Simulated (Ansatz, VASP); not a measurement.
# CoSi: VASP beside Ansatz

File INCAR:

```
ALGO = Normal
EDIFF = 1E-7
ENCUT = 520
GGA = PE
ISIF = 2
ISMEAR = 0
LASPH = T
LCHARG = T
LELF = T
LREAL = F
LVHAR = T
LWAVE = F
NBANDS = 36
NELM = 100
PREC = Accurate
SIGMA = 0.1
```

The input KPOINTS:

```
k-points
0
Gamma
  8 8 8
```

POSCAR

```
CoSi
1.0
    4.4303090966      0.0000000000      0.0000000000
    0.0000000000      4.4303090966      0.0000000000
    0.0000000000      0.0000000000      4.4303090966
Co Si
4 4
Direct
    0.3549680510      0.6450319490      0.8549680510
    0.6450319490      0.1450319490      0.6450319490
    0.1450319490      0.3549680510      0.3549680510
    0.8549680510      0.8549680510      0.1450319490
    0.6568182482      0.3431817518      0.1568182482
    0.3431817518      0.8431817518      0.3431817518
    0.8431817518      0.6568182482      0.6568182482
    0.1568182482      0.1568182482      0.8431817518
```

Input for Ansatz:

```yaml
crystal:
  lattice:
    - [4.4303090966, 0.0, 0.0]
    - [0.0, 4.4303090966, 0.0]
    - [0.0, 0.0, 4.4303090966]
  atoms:
    - { symbol: Co, position: [0.354968051, 0.645031949, 0.854968051] }
    - { symbol: Co, position: [0.645031949, 0.145031949, 0.645031949] }
    - { symbol: Co, position: [0.145031949, 0.354968051, 0.354968051] }
    - { symbol: Co, position: [0.854968051, 0.854968051, 0.145031949] }
    - { symbol: Si, position: [0.6568182482, 0.3431817518, 0.1568182482] }
    - { symbol: Si, position: [0.3431817518, 0.8431817518, 0.3431817518] }
    - { symbol: Si, position: [0.8431817518, 0.6568182482, 0.6568182482] }
    - { symbol: Si, position: [0.1568182482, 0.1568182482, 0.8431817518] }
basis:
  ecutwfc: 420
kpoints:
  mp_grid: { grid: [8, 8, 8] }
hamiltonian:
  xc: pbe
scf:
  occupations: { method: gaussian, width: 0.1 }
output:
  forces: true
  stress: true
  eigenvalues: true
```

Alike in both runs: task single point; functional PBE; k mesh 8 × 8 × 8; occupations gaussian, width 0.1 eV; no spin polarisation.

|  | VASP | Ansatz |
| --- | --- | --- |
| version | VASP 6.6.1 | Ansatz 0.2.0 |
| potentials or method | VASP PAW PBE potentials, release 64 (Co, Si), cutoff 520 eV | scalar-relativistic, plane waves, PAW |
| valence electrons in the cell | 52 | 84 |

```csv
,VASP,Ansatz,Ansatz less VASP
gap on the k mesh at the Fermi level (eV),none,none,-
pressure (GPa),0.0,0.0,+0.08
```

A gap of «none» marks a metal or a gap that the smearing closes. With one functional, cell and mesh, what is left measures potentials, basis and numerics. VASP's potentials hold 52 valence electrons a cell and Ansatz's 84, so a difference there can come from the potentials and not from the codes.
